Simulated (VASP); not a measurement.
Ge, 2 atoms in the cell. It takes space group Fd-3m (No. 227, cubic). The conventional cell has a = 5.658 Å, b = 5.658 Å, c = 5.658 Å, α = 90.00°, β = 90.00°, γ = 90.00°. Ge (site symmetry -43m) has 4 Ge at 2.45 Å within 3.2 Å. 

* Program: VASP 6.6.1
* Task: single point
* Functional: pbe exchange, lda correlation
* Potentials or basis: VASP PAW PBE potentials, release 64 (Ge_d)
* Cutoff: 500 eV
* k mesh: 8 × 8 × 8
* Occupations: fermi-dirac, width 0.025 eV
* Spin: no spin polarisation
* Dipole correction: no
* Further INCAR settings: ALGO = Normal; EDIFF = 1e-06; NBANDS = 21

Potentials or basis: VASP PAW PBE potentials, release 64 (Ge_d).

The run is started by

```console
$ cat potpaw_PBE.64/Ge_d/POTCAR > POTCAR
$ mpirun -np 1 vasp_std > vasp.out
```

Hardware: 1 thread of Intel(R) Xeon(R) Platinum 8488C (Sapphire Rapids) (shared host).

Task: How long does it take, and how much memory?

Result: Run time: 17 s on 1 thread of Intel(R) Xeon(R) Platinum 8488C (Sapphire Rapids), with other jobs on the host, peak memory 0.16 GiB. Counts: scf iterations 12, k points 29.
